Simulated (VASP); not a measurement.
Wanted: the native input for a VASP 6.6.1 run.

```
Task                   : relaxation of the atoms
Functional             : LDA
Potentials or basis    : VASP PAW LDA potentials, release 64 (Mo_sv)
Cutoff                 : 520 eV
k mesh                 : 9 × 9 × 1
Occupations            : fermi-dirac, width 0.1 eV
Spin                   : no spin polarisation
Dipole correction      : yes
Further INCAR settings : ALGO = Normal; EDIFF = 1e-06; IBRION = 2; EDIFFG = -0.01; NSW = 32
```

The structure of Mo lies in POSCAR:

```
Mo
1.0
    4.4006566657      0.0000000000      0.0000000000
   -2.2003283328      3.8110804658      0.0000000000
    0.0000000000      0.0000000000     16.8983000000
Mo
2
Direct
    0.8333333333      0.1666666667      0.4834955734
    0.1666666667      0.8333333333      0.5165044266
```

One way to write it, as run:

INCAR

```
  ALGO = Normal
  DIPOL = 0.5 0.5 0.500
  EDIFF = 1E-6
  EDIFFG = -0.01
  ENCUT = 520
  IBRION = 2
  IDIPOL = 3
  ISIF = 2
  ISMEAR = -1
  LASPH = T
  LCHARG = F
  LDIPOL = T
  LREAL = F
  LWAVE = F
  NELM = 100
  NSW = 32
  PREC = Accurate
  SIGMA = 0.1
```

KPOINTS

```
k-points
0
Gamma
  9 9 1
```

Potentials or basis: VASP PAW LDA potentials, release 64 (Mo_sv).

Run with:

```sh
$ cat potpaw_LDA.64/Mo_sv/POTCAR > POTCAR
$ mpirun -np 1 vasp_std > vasp.out
```

Results of the run:

- Energy gained by relaxing: 0.0 meV/atom
- Ionic steps: 2
- Band gap on the k mesh: 0.39 eV

Run time: 2.7 min on 1 thread of Intel Xeon 8259CL, on a shared host, peak memory 0.32 GiB.
